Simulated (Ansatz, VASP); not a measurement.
## Mg: VASP beside Ansatz

INCAR

```
PREC = Accurate
ENCUT = 520
EDIFF = 1E-7
ISMEAR = -1
SIGMA = 0.1
LREAL = False
LASPH = True
NELM = 100
ALGO = Normal
ISIF = 2
LWAVE = False
LCHARG = False
GGA = PE
NBANDS = 7
```

File KPOINTS:

```
regular mesh
0
Gamma
  17 17 17
```

POSCAR

```
Mg
1.0
    3.0990519021      0.0000000000      0.0000000000
    0.0000000000      3.0990519021      0.0000000000
    0.0000000000      0.0000000000      3.0990519021
Mg
1
Direct
    0.0000000000      0.0000000000      0.0000000000
```

Input for Ansatz:

```yaml
crystal:
  lattice:
    - [3.0990519021, 0.0, 0.0]
    - [0.0, 3.0990519021, 0.0]
    - [0.0, 0.0, 3.0990519021]
  atoms:
    - { symbol: Mg, position: [0.0, 0.0, 0.0] }
hamiltonian:
  xc: pbe
  pseudopotentials:
    kind: paw
    azcp:
      Mg: "pseudopotentials/Mg.paw.azcp"
basis:
  ecutwfc: 420
  fft_grid_basis: typed
kpoints:
  mp_grid: { grid: [17, 17, 17], shift: [0, 0, 0] }
magnetization:
  spin_polarized: false
scf:
  occupations: { method: fermi_dirac, width: 0.1 }
output:
  stress: true
```

Alike in both runs: task single point; functional PBE; k mesh 17 × 17 × 17; occupations fermi-dirac, width 0.1 eV; no spin polarisation.

```csv
,VASP,Ansatz
version,VASP 6.6.1,Ansatz 0.2.0
potentials or method,"VASP PAW PBE potentials, release 64 (Mg), cutoff 520 eV","plane waves (420 eV) with PAW, scalar-relativistic"
valence electrons in the cell,2,10
```

```csv
,VASP,Ansatz,Ansatz less VASP
pressure (GPa),-1.5,-1.5,+0.06
```

VASP's potentials hold 2 valence electrons a cell and Ansatz's 10, so a difference there can come from the potentials and not from the codes.
